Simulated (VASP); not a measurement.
# KScBr4 (F-43m) in VASP: further runs

The runs below take KScBr4 through single point, relaxation of cell and atoms, with PBE.

Everything below comes from runs of VASP 6.6.1. Logs are shortened: lines on timing, memory, paths and dates and some standing lists are left out, and cuts for length are marked.

### 1 The cell of the first run

Symmetry: F-43m, No. 216, cubic system. The conventional cell has a = 8.671 Å, b = 8.671 Å, c = 8.671 Å, α = 90.00°, β = 90.00°, γ = 90.00°. Within 4.7 Å of K (site symmetry -43m) lie 12 Br at 3.60 Å and 4 Sc at 3.75 Å. Within 4.7 Å of Sc (site symmetry -43m) lie 12 Br at 3.59 Å and 4 K at 3.75 Å. Br (site symmetry 3m) has 6 Br at 3.05 to 3.08 Å and 3 Sc at 3.59 Å and 3 K at 3.60 Å within 4.0 Å.

### 2 Single point, PBE

INCAR reads:

```
SYSTEM = KScBr4
PREC     = Accurate       ! precision mode
ENCUT    = 520            ! plane-wave cutoff, eV
EDIFF    = 1E-6           ! SCF threshold, eV
ISMEAR   = 0              ! smearing method
SIGMA    = 0.1            ! smearing width, eV
LREAL    = .FALSE.        ! projectors in reciprocal space
LASPH    = .TRUE.         ! aspherical terms in the spheres
NELM     = 80             ! most SCF steps
ALGO     = Normal         ! electronic algorithm
ISIF     = 2              ! what is computed and relaxed
LWAVE    = .FALSE.        ! write WAVECAR
LCHARG   = .FALSE.        ! write CHGCAR
GGA      = PE             ! functional
NBANDS   = 33             ! bands
```

KPOINTS reads:

```
regular mesh
0
G
  4 4 4
  0 0 0
```

POSCAR reads:

```
KScBr4
1.0
    0.0000000000      4.3355118323      4.3355118323
    4.3355118323      0.0000000000      4.3355118323
    4.3355118323      4.3355118323      0.0000000000
K Sc Br
1 1 4
Direct
    0.2500000000      0.2500000000      0.2500000000
    0.0000000000      0.0000000000      0.0000000000
    0.6257700000      0.1226900000      0.6257700000
    0.6257700000      0.6257700000      0.1226900000
    0.6257700000      0.6257700000      0.6257700000
    0.1226900000      0.6257700000      0.6257700000
```

Potentials or basis: VASP PAW PBE potentials, release 64 (K_sv, Sc_sv, Br).

Run with:

```console
$ cat potpaw_PBE.64/K_sv/POTCAR potpaw_PBE.64/Sc_sv/POTCAR potpaw_PBE.64/Br/POTCAR > POTCAR
$ mpirun -np 1 vasp_std > vasp.out
```

OUTCAR:

```text
SYSTEM = KScBr4
   PREC = Accurate
   ENCUT = 520
   EDIFF = 1E-6
   ISMEAR = 0
   LREAL = .FALSE.
   LASPH = .TRUE.
   NELM = 80
   ISIF = 2
   GGA = PE

 ion  position               nearest neighbor table
   1  0.250  0.250  0.250-
   2  0.000  0.000  0.000-
   3  0.626  0.123  0.626-
   4  0.626  0.626  0.123-
   5  0.626  0.626  0.626-
   6  0.123  0.626  0.626-

  LATTYP: Found a face centered cubic cell.
 ALAT       =     8.6710236646

  Lattice vectors:

 A1 = (   0.0000000000,   4.3355118323,   4.3355118323)
 A2 = (   4.3355118323,   0.0000000000,   4.3355118323)
 A3 = (   4.3355118323,   4.3355118323,   0.0000000000)

Analysis of symmetry for initial positions (statically):
=====================================================================
 Subroutine PRICEL returns:
 Original cell was already a primitive cell.

 Routine SETGRP: Setting up the symmetry group for a
 face centered cubic supercell.

 Subroutine GETGRP returns: Found 24 space group operations
 (whereof 24 operations were pure point group operations)
 out of a pool of 48 trial point group operations.

The static configuration has the point symmetry T_d .

Analysis of symmetry for dynamics (positions and initial velocities):
=====================================================================
 Subroutine PRICEL returns:
 Original cell was already a primitive cell.

 Routine SETGRP: Setting up the symmetry group for a
 face centered cubic supercell.

 Subroutine GETGRP returns: Found 24 space group operations
 (whereof 24 operations were pure point group operations)
 out of a pool of 48 trial point group operations.

The dynamic configuration has the point symmetry T_d .

 Subroutine INISYM returns: Found 24 space group operations
 (whereof 24 operations are pure point group operations),
 and found     1 'primitive' translations

----------------------------------------------------------------------------------------

                                     Primitive cell

  volume of cell :     162.9863

  direct lattice vectors                    reciprocal lattice vectors
     0.000000000  4.335511832  4.335511832    -0.115326637  0.115326637  0.115326637
     4.335511832  0.000000000  4.335511832     0.115326637 -0.115326637  0.115326637
     4.335511832  4.335511832  0.000000000     0.115326637  0.115326637 -0.115326637

  length of vectors
     6.131339633  6.131339633  6.131339633     0.199751595  0.199751595  0.199751595

  position of ions in fractional coordinates (direct lattice)
     0.250000000  0.250000000  0.250000000
     0.000000000  0.000000000  0.000000000
     0.625770000  0.122690000  0.625770000
     0.625770000  0.625770000  0.122690000
     0.625770000  0.625770000  0.625770000
     0.122690000  0.625770000  0.625770000

  ion indices of the primitive-cell ions
   primitive index   ion index
                 1           1
                 2           2
                 3           3
                 4           4
                 5           5
                 6           6

----------------------------------------------------------------------------------------

 KPOINTS: regular mesh

Automatic generation of k-mesh.
 Grid dimensions read from file:
 generate k-points for:    4    4    4

 Generating k-lattice:

  Cartesian coordinates                     Fractional coordinates (reciprocal lattice)
    -0.028831659  0.028831659  0.028831659     0.250000000  0.000000000  0.000000000
     0.028831659 -0.028831659  0.028831659     0.000000000  0.250000000  0.000000000
     0.028831659  0.028831659 -0.028831659     0.000000000  0.000000000  0.250000000

  Length of vectors
     0.049937899  0.049937899  0.049937899

  Shift w.r.t. Gamma in fractional coordinates (k-lattice)
     0.000000000  0.000000000  0.000000000

 Subroutine IBZKPT returns following result:
 ===========================================

 Found      8 irreducible k-points:

 Following reciprocal coordinates:
            Coordinates               Weight
  0.000000  0.000000  0.000000      1.000000
  0.250000  0.000000  0.000000      8.000000
  0.500000  0.000000  0.000000      4.000000
  0.250000  0.250000  0.000000      6.000000
  0.500000  0.250000  0.000000     24.000000
 -0.250000  0.250000  0.000000     12.000000
  0.500000  0.500000  0.000000      3.000000
 -0.250000  0.500000  0.250000      6.000000
   k-points           NKPTS =      8   k-points in BZ     NKDIM =      8   number of bands    NBANDS=     33
   number of dos      NEDOS =    301   number of ions     NIONS =      6
   total plane-waves  NPLWV = 110592
   dimension x,y,z NGX =    48 NGY =   48 NGZ =   48
   dimension x,y,z NGXF=    96 NGYF=   96 NGZF=   96
   ions per type =               1   1   4
   NGX,Y,Z   is equivalent  to a cutoff of  13.01, 13.01, 13.01 a.u.
   NGXF,Y,Z  is equivalent  to a cutoff of  26.03, 26.03, 26.03 a.u.
 SYSTEM =  KScBr4
   PREC   = accura    normal or accurate (medium, high low for compatibility)
   ISTART =      0    job   : 0-new  1-cont  2-samecut
   ICHARG =      2    charge: 1-file 2-atom 10-const
   ISPIN  =      1    spin polarized calculation?
   LNONCOLLINEAR =      F non collinear calculations
   LSORBIT =      F    spin-orbit coupling
   LASPH  =      T    aspherical Exc in radial PAW
   ENCUT  =  520.0 eV  38.22 Ry    6.18 a.u.  11.40 11.40 11.40*2*pi/ulx,y,z
   NELM   =     80;   NELMIN=  2; NELMDL= -5     # of ELM steps
   EDIFF  = 0.1E-05   stopping-criterion for ELM
   LREAL  =      F    real-space projection
   EDIFFG = 0.1E-04   stopping-criterion for IOM
   NSW    =      0    number of steps for IOM
   IBRION =     -1    ionic relax: 0-MD 1-quasi-New 2-CG
   NFREE  =      0    steps in history (QN), initial steepest desc. (CG)
   ISIF   =      2    stress and relaxation
   ISYM   =      2    0-nonsym 1-usesym 2-fastsym
   POTIM  = 0.5000    time-step for ionic-motion
   TEBEG  =    0.0;   TEEND  =   0.0 temperature during run
   PSTRESS=    0.0 pullay stress
   NELECT =      48.0000    total number of electrons
   NUPDOWN=      -1.0000    fix difference up-down
   EMIN   =  10.00;   EMAX   =-10.00  energy-range for DOS
   EFERMI =   0.00;   METHOD = LEGACY
   ISMEAR =     0;   SIGMA  =   0.10  broadening in eV -4-tet -1-fermi 0-gaus
   EFERMI_NEDOS =   21; number of points for ismear=-14 and -15
   IALGO  =     38    algorithm
   IMIX   =      4    mixing-type and parameters
     AMIX     =   0.40;   BMIX     =  1.00
     AMIX_MAG =   1.60;   BMIX_MAG =  1.00
  volume/ion in A,a.u.               =      27.16       183.31
  Fermi-wavevector in a.u.,A,eV,Ry     =   1.089193  2.058276 16.141157  1.186342
  Thomas-Fermi vector in A             =   2.225391
   LORBIT       =      0    0 simple, 1 ext, 2 COOP (PROOUT), +10 PAW based schemes
   GGA     = PE    functional components
   LHFCALC =     F    Hartree Fock is set to
   AEXX    =    0.0000 exact exchange contribution
   IVDW    =     0    specifies the selected vdW correction
   LEPSILON=     F    determine dielectric tensor
   LRPA    =     F    only Hartree local field effects (RPA)
 non-spin polarized calculation
 Gauss-broadening in eV      SIGMA  =   0.10
  energy-cutoff  :      520.00
  volume of cell :      162.99
 maximum number of plane-waves:      4398
 NGX is ok and might be reduce to    48
   NGX = 23   NGY = 23   NGZ = 23

 number of electron      47.9999999 magnetization

 Free energy of the ion-electron system (eV)
  ---------------------------------------------------
  ext. energy  EPLUGINS =         0.00000000
  ---------------------------------------------------
  free energy    TOTEN  =       -14.23227484 eV

  energy without entropy =      -14.16193616  energy(sigma->0) =      -14.19710550

 E-fermi :   3.3171     XC(G=0):  -8.9477

 val. band max:        3.2811880562   @ k =   0.2500   0.2500   0.0000
 cond. band min:       3.3312033622   @ k =   0.2500   0.0000   0.0000
 fundamental gap:      0.0500153060
 Fermi energy:         3.3170724583

 k-point     1 :       0.0000    0.0000    0.0000
  band No.  band energies     occupation
      1     -48.3581      2.00000
      2     -27.9071      2.00000
      3     -26.9646      2.00000
      4     -26.9646      2.00000
      5     -26.9646      2.00000
      6     -12.9517      2.00000
[... 25 lines left out ...]
     32       6.2770      0.00000
     33       6.2770      0.00000

 k-point     2 :       0.2500    0.0000    0.0000
  band No.  band energies     occupation
      1     -48.3581      2.00000
      2     -27.9072      2.00000
      3     -26.9647      2.00000
      4     -26.9647      2.00000
      5     -26.9646      2.00000
      6     -12.8165      2.00000
[... 25 lines left out ...]
     32       6.7777      0.00000
     33       6.7777      0.00000

 k-point     3 :       0.5000    0.0000    0.0000
  band No.  band energies     occupation
      1     -48.3581      2.00000
      2     -27.9072      2.00000
      3     -26.9647      2.00000
      4     -26.9647      2.00000
      5     -26.9645      2.00000
      6     -12.6243      2.00000
[... 25 lines left out ...]
     32       7.4929      0.00000
     33       7.4929      0.00000

 k-point     4 :       0.2500    0.2500    0.0000
  band No.  band energies     occupation
      1     -48.3581      2.00000
      2     -27.9072      2.00000
      3     -26.9647      2.00000
      4     -26.9647      2.00000
      5     -26.9645      2.00000
      6     -12.7566      2.00000
[... 25 lines left out ...]
     32       6.6642      0.00000
     33       6.6642      0.00000

 k-point     5 :       0.5000    0.2500    0.0000
  band No.  band energies     occupation
      1     -48.3581      2.00000
      2     -27.9072      2.00000
      3     -26.9648      2.00000
      4     -26.9647      2.00000
      5     -26.9644      2.00000
      6     -12.5047      2.00000
[... 25 lines left out ...]
     32       7.3651      0.00000
     33       7.4118      0.00000

 k-point     6 :      -0.2500    0.2500    0.0000
  band No.  band energies     occupation
      1     -48.3581      2.00000
      2     -27.9072      2.00000
      3     -26.9648      2.00000
      4     -26.9647      2.00000
      5     -26.9644      2.00000
      6     -12.6152      2.00000
[... 25 lines left out ...]
     32       6.9428      0.00000
     33       7.5620      0.00000

 k-point     7 :       0.5000    0.5000    0.0000
  band No.  band energies     occupation
      1     -48.3581      2.00000
      2     -27.9073      2.00000
      3     -26.9647      2.00000
      4     -26.9647      2.00000
      5     -26.9644      2.00000
      6     -12.2057      2.00000
[... 25 lines left out ...]
     32       7.2663      0.00000
     33       7.2663      0.00000

 k-point     8 :      -0.2500    0.5000    0.2500
  band No.  band energies     occupation
      1     -48.3581      2.00000
      2     -27.9073      2.00000
      3     -26.9648      2.00000
      4     -26.9647      2.00000
      5     -26.9643      2.00000
      6     -12.2327      2.00000
[... 25 lines left out ...]
     32       7.5608      0.00000
     33       7.7750      0.00000

------------------------ aborting loop because EDIFF is reached ----------------------------------------

  FORCE on cell =-STRESS in cart. coord.  units (eV):
  Direction    XX          YY          ZZ          XY          YZ          ZX
  --------------------------------------------------------------------------------------
  -------------------------------------------------------------------------------------
  Total        5.4989172      5.4989172      5.4989172     -0.0000000     -0.0000000      0.0000000
  in kB       54.0550959     54.0550959     54.0550959     -0.0000000     -0.0000000      0.0000000
  external PRESSURE =      54.0550959 kB  Pullay stress =       0.0000000 kB

 VOLUME and BASIS-vectors are now :
 -----------------------------------------------------------------------------
  energy-cutoff  :      520.00
  volume of cell :      162.99
      direct lattice vectors                 reciprocal lattice vectors
     0.000000000  4.335511832  4.335511832    -0.115326637  0.115326637  0.115326637
     4.335511832  0.000000000  4.335511832     0.115326637 -0.115326637  0.115326637
     4.335511832  4.335511832  0.000000000     0.115326637  0.115326637 -0.115326637

 POSITION                                       TOTAL-FORCE (eV/Angst)
 -----------------------------------------------------------------------------------
      2.16776      2.16776      2.16776         0.000000      0.000000      0.000000
      0.00000      0.00000      0.00000         0.000000      0.000000      0.000000
      3.24496      5.42607      3.24496         0.077957     -0.077957      0.077957
      3.24496      3.24496      5.42607         0.077957      0.077957     -0.077957
      5.42607      5.42607      5.42607        -0.077957     -0.077957     -0.077957
      5.42607      3.24496      3.24496        -0.077957      0.077957      0.077957
 -----------------------------------------------------------------------------------
    total drift:                                0.000000      0.000000      0.000000

  FREE ENERGIE OF THE ION-ELECTRON SYSTEM (eV)
  ---------------------------------------------------
  free  energy   TOTEN  =       -14.2322748388 eV

  energy  without entropy=      -14.1619361583  energy(sigma->0) =      -14.19710550
```

Wall time 39 s (1 thread of Intel Xeon 6975P-C (Granite Rapids), shared host); peak memory 0.33 GiB.

Results:

| Property | Result |
| --- | --- |
| Free energy | -14.2323 eV |
| Pressure | 5.4 GPa |
| Largest force | 0.135 eV/Å |
| Band gap on the k mesh | zero (band 24 reaches 3.44 eV, above the bottom of band 25 at 3.23 eV) |

Forces in eV/Å, atoms in the order of the input:
```
K    0.000  0.000  0.000
Sc   0.000  0.000  0.000
Br   0.078 -0.078  0.078
Br   0.078  0.078 -0.078
Br  -0.078 -0.078 -0.078
Br  -0.078  0.078  0.078
```

Levels at points of the mesh, in eV from the Fermi level:
| k point | band 20 | band 21 | band 22 | band 23 | band 24 | band 25 | band 26 | band 27 | band 28 | band 29 |
| --- | --- | --- | --- | --- | --- | --- | --- | --- | --- | --- |
| (0.00, 0.00, 0.00) | -0.90 | -0.90 | -0.72 | 0.12 | 0.12 | 0.12 | 0.33 | 0.33 | 0.33 | 0.60 |
| (0.50, 0.00, 0.00) | -2.89 | -2.73 | -0.87 | -0.09 | -0.09 | -0.09 | 0.41 | 0.41 | 0.52 | 0.52 |
| (0.50, 0.50, 0.00) | -2.89 | -2.78 | -2.78 | -0.17 | -0.17 | 0.14 | 0.21 | 0.21 | 0.25 | 0.63 |

(Continued in part 2 of 2.)
